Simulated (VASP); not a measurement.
InAg, 2 atoms in the cell. Symmetry: Pm-3m, No. 221, cubic system. Conventional cell: a = 3.280 Å, b = 3.280 Å, c = 3.280 Å, α = 90.00°, β = 90.00°, γ = 90.00°. Within 3.7 Å of In (site symmetry m-3m) lie 8 Ag at 2.84 Å and 6 In at 3.28 Å. Ag (site symmetry m-3m) has 8 In at 2.84 Å and 6 Ag at 3.28 Å within 3.7 Å. 

* Program: VASP 6.6.1
* Task: single point
* Functional: PBEsol
* Dispersion: D4
* Potentials or basis: VASP PAW PBE potentials, release 64 (In_d, Ag)
* Cutoff: 520 eV
* k mesh: 7 × 7 × 7
* Occupations: fermi-dirac, width 0.1 eV
* Spin: no spin polarisation
* Dipole correction: no
* Further INCAR settings: ALGO = Normal; EDIFF = 1e-06; NBANDS = 19

Potentials or basis: VASP PAW PBE potentials, release 64 (In_d, Ag).

Command:

```sh
$ cat potpaw_PBE.64/In_d/POTCAR potpaw_PBE.64/Ag/POTCAR > POTCAR
$ mpirun -np 1 vasp_std > vasp.out
```

Hardware: 1 thread of AMD EPYC 7R13, on a shared host.

Problem. Estimate the wall time of this run.

Solution. It took 20 s on 1 thread of AMD EPYC 7R13, on a shared host, peak memory 0.12 GiB. Counts: scf iterations 12, k points 20.
